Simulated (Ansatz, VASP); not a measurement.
## Two plane-wave programs on AlN

File INCAR:

```
  PREC = Accurate
  ENCUT = 520
  EDIFF = 1E-6
  ISMEAR = 0
  SIGMA = 0.05
  LREAL = F
  LASPH = T
  NELM = 80
  ALGO = Normal
  ISIF = 2
  LWAVE = F
  LCHARG = F
  NBANDS = 11
```

Contents of KPOINTS:

```
regular mesh
0
Gamma
  10 10 10
```

POSCAR

```
AlN
1.0
    0.0000000000      2.0345180000      2.1362439000
    2.0345180000      0.0000000000      2.1362439000
    2.0345180000      2.0345180000      0.0000000000
Al N
1 1
Direct
    0.5000000000      0.5000000000      0.5000000000
    0.0000000000      0.0000000000      0.0000000000
```

Input for Ansatz:

```yaml
crystal:
  lattice:
    - [0.0, 2.034518, 2.1362439]
    - [2.034518, 0.0, 2.1362439]
    - [2.034518, 2.034518, 0.0]
  atoms:
    - { symbol: Al, position: [0.5, 0.5, 0.5] }
    - { symbol: "N", position: [0.0, 0.0, 0.0] }
basis:
  ecutwfc: 420
kpoints:
  mp_grid: { grid: [10, 10, 10] }
hamiltonian:
  xc: lda
scf:
  occupations: { method: gaussian, width: 0.05 }
output:
  forces: true
  stress: true
  eigenvalues: true
```

Change from the starting cell: strain +0.000 along x and y, +0.050 along z, atoms carried along.

Alike in both runs: task single point; functional LDA; k mesh 10 × 10 × 10; occupations gaussian, width 0.05 eV; no spin polarisation.

|  | VASP | Ansatz |
| --- | --- | --- |
| version | VASP 6.6.1 | Ansatz 0.2.0 |
| potentials or method | VASP PAW LDA potentials, release 64 (Al, N), cutoff 520 eV | scalar-relativistic, plane waves, PAW |
| valence electrons in the cell | 8 | 8 |

Ansatz gave:

| Property | Result |
| --- | --- |
| gap on the k mesh at the Fermi level (eV) | 3.51 |
| least direct gap on the mesh (eV) | 4.56 |
| pressure (GPa) | -20.3 |
| traceless stress, the component that is largest in VASP (GPa) | -4.76 |

Q: What did VASP give for the same quantities?

A: gap on the k mesh at the Fermi level (eV): 3.50; least direct gap on the mesh (eV): 4.58; pressure (GPa): -19.8; traceless stress, the component that is largest in VASP (GPa): -4.96.

LDA's correlation is that of Perdew and Zunger in VASP and of Perdew and Wang (1992) in Ansatz.
